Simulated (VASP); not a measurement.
Input of a VASP 6.6.1 run:

The input POSCAR:

```
TaN
1.0
    2.9379988584      0.0000000000      0.0000000000
   -1.4689994292      2.5443816477      0.0000000000
    0.0000000000      0.0000000000      2.8830000000
Ta N
1 1
Direct
    0.3333333333      0.6666666667      0.5000000000
    0.0000000000      0.0000000000      0.0000000000
```

The input INCAR.step1:

```
SYSTEM = TaN
  PREC = Accurate
  ENCUT = 520
  ISMEAR = -1
  SIGMA = 0.02
  LREAL = .False.
  LASPH = .True.
  NELM = 100
  NBANDS = 15
  GGA = PE
  ALGO = Normal
  EDIFF = 1E-4
  LWAVE = .True.
  LCHARG = .False.
```

File INCAR.step2:

```
SYSTEM = TaN
  PREC = Accurate
  ENCUT = 520
  EDIFF = 1E-8
  ISMEAR = -1
  SIGMA = 0.02
  LREAL = .False.
  LASPH = .True.
  NELM = 100
  ALGO = Normal
  ISIF = 2
  LWAVE = .False.
  LCHARG = .False.
  METAGGA = R2SCAN
  LMIXTAU = .True.
  LEFG = .True.
  NBANDS = 15
  ISTART = 1
```

File KPOINTS:

```
Automatic mesh
0
Gamma
  12 12 10
  0 0 0
```

Potentials or basis: VASP PAW PBE potentials, release 64 (Ta_pv, N).

Command:

```bash
$ cat potpaw_PBE.64/Ta_pv/POTCAR potpaw_PBE.64/N/POTCAR > POTCAR
$ cp INCAR.step1 INCAR
$ mpirun -np 1 vasp_std > vasp.out
$ cp INCAR.step2 INCAR
$ mpirun -np 1 vasp_std > vasp.out
```

(1) Predict the pressure.

(2) Estimate the band gap on the k mesh.

## Answers

(1) 1.4 GPa.

(2) zero (band 8 reaches 8.62 eV, above the bottom of band 9 at 8.14 eV).

Caveat: without QUAD_EFG the Cq values of the log hold for a quadrupole moment of 1 mb, not for the nuclei; the PAW data sets were made with another functional, which shifts forces and pressure a little; spin-orbit coupling is left out, which moves the levels of the heavy elements.
